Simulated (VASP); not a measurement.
Runs of VASP 6.6.1 on Sc. The structure is cubic, space group Fm-3m (No. 225). The conventional cell has a = 4.654 Å, b = 4.654 Å, c = 4.654 Å, α = 90.00°, β = 90.00°, γ = 90.00°. Sc (site symmetry m-3m) has 12 Sc at 3.29 Å within 4.3 Å. 

| level | spin | U | k mesh | cutoff (eV) | smearing | gap on the mesh (eV) | pressure (GPa) | moment (μB) |
| --- | --- | --- | --- | --- | --- | --- | --- | --- |
| PBE | off | - | 8 × 8 × 8 | 500 | gaussian 0.23 eV | none | -0.9 | - |
| PBE+U | off | Sc d U = 2.1 eV | 8 × 8 × 8 | 520 | gaussian 0.1 eV | none | (b) | - |
| PBE+U | collinear, ferromagnetic start | Sc d U = 4.7 eV | 8 × 8 × 8 | 520 | gaussian 0.1 eV | none | 7.1 | (a) |
| PBE | collinear, ferromagnetic start | - | 3 × 3 × 3 | 520 | tetrahedron | none | -1.0 | 0.00 |
| PBE | off | - | 8 × 8 × 8 | 500 | methfessel-paxton 0.21 eV | none | -1.1 | - |

Alike in all rows: task single point; potentials or basis VASP PAW PBE potentials, release 64 (Sc_sv); cell as given.

Fill in the values left out.

(a) 0.69; (b) 2.8.

Caveats: some runs use coarse meshes; the U is typed as a test and isn't derived for this compound (some runs); U without spin polarisation on a metal has little footing (some runs); the moment fell far below its start of 5 μB, so a state of higher moment may lie lower in energy (some runs).

A gap of «none» marks levels without a gap at the run's occupations.
